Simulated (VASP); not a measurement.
The system is SnO.

```
CELL_PARAMETERS angstrom
3.29816 0.00000 0.00000
-1.64908 2.85629 0.00000
0.00000 0.00000 9.21637
ATOMIC_POSITIONS crystal
Sn 0.33333 0.66667 0.99336
Sn 0.66667 0.33333 0.49336
O 0.33333 0.66667 0.38164
O 0.66667 0.33333 0.88164
```

Base run:

| Item | Value |
| --- | --- |
| Program | VASP 6.6.1 |
| Functional | r2SCAN |
| Potentials or basis | VASP PAW PBE potentials, release 64 (Sn_d, O) |
| Cutoff | 520 eV |
| k mesh | 6 × 6 × 2 |
| Occupations | gaussian, width 0.01 eV |
| Spin | no spin polarisation |

Its results: band gap on the k mesh 1.60 eV, indirect (least direct gap 1.87 eV); pressure 0.5 GPa; largest force 0.108 eV/Å.

Problem. The run is repeated on the same cell with these changes: functional from r2SCAN to PBE. What comes out?

Solution. Band gap on the k mesh 1.39 eV, indirect (least direct gap 1.66 eV); pressure 3.3 GPa; largest force 0.505 eV/Å.

r2SCAN gives the wider gap, since meta-GGAs in the generalised Kohn-Sham scheme recover part of the derivative discontinuity.

Caveats: spin-orbit coupling is left out, which moves the levels of the heavy elements; the PAW data sets were made with another functional, which shifts forces and pressure a little (some runs).

A k mesh can miss the band edges.
